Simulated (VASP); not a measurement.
Runs of VASP 6.6.1 on CsH6. The structure is that of space group P6/mmm (No. 191), or close to it. The cells are those of the table. 

```csv
task,cell,k mesh,cutoff (eV),gap on the mesh (eV),pressure (GPa),relaxed volume (Å³/atom)
single point,"a = 5.589, b = 5.589, c = 6.640 Å, angles 90.0, 90.0, 120.0°, 7 atoms",9 × 9 × 6,520,none,-0.1,-
relaxation of cell and atoms,"relaxed from a = 5.573, b = 5.573, c = 6.103 Å, angles 90.0, 90.0, 120.0°, 7 atoms",9 × 9 × 6,600,none,0.0,(a)
relaxation of cell and atoms,"relaxed from a = 5.589, b = 5.589, c = 6.640 Å, angles 90.0, 90.0, 120.0°, 7 atoms",9 × 9 × 6,600,none,0.0,25.66
single point,"a = 5.573, b = 5.573, c = 6.103 Å, angles 90.0, 90.0, 120.0°, 7 atoms",6 × 6 × 4,520,none,0.0,-
```

Alike in all rows: level PBE; potentials or basis VASP PAW PBE potentials, release 64 (Cs_sv, H); no spin polarisation; smearing gaussian 0.1 eV.

Question: Fill in the values left out.

Answer: (a) 24.54.

Caveats: spin-orbit coupling is left out, which moves the levels of the heavy elements.

A k mesh can miss the band edges, and the runs leave out spin-orbit coupling on Cs.

A gap of «none» marks levels without a gap at the run's occupations.
